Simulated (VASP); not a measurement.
A run of VASP 6.6.1 is set up as follows.

Contents of INCAR:

```
SYSTEM = Ru
ALGO = Normal ; EDIFF = 1E-6
ENCUT = 520 ; GGA = PE
ISIF = 2 ; ISMEAR = 0
LASPH = .TRUE. ; LCHARG = .FALSE.
LREAL = .FALSE. ; LWAVE = .FALSE.
NBANDS = 21 ; NELM = 80
PREC = Accurate ; SIGMA = 0.1
```

File KPOINTS:

```
k-points
0
G
  18 18 10
  0 0 0
```

Contents of POSCAR:

```
Ru
1.0
    2.6971192339      0.0000000000      0.0000000000
   -1.3485596170      2.3357737735      0.0000000000
    0.0000000000      0.0000000000      4.2653526335
Ru
2
Direct
    0.3333333333      0.6666666667      0.2500000000
    0.6666666667      0.3333333333      0.7500000000
```

Potentials or basis: VASP PAW PBE potentials, release 64 (Ru_pv).

Run with:

```bash
$ cat potpaw_PBE.64/Ru_pv/POTCAR > POTCAR
$ mpirun -np 1 vasp_std > vasp.out
```

Question: What does it give for the band gap on the k mesh?

Answer: Zero (bands 14 and 15 overlap by 3.18 eV).

Question: What does it give for the pressure?

Answer: 7.9 GPa.

Caveat: the cell stands under pressure.
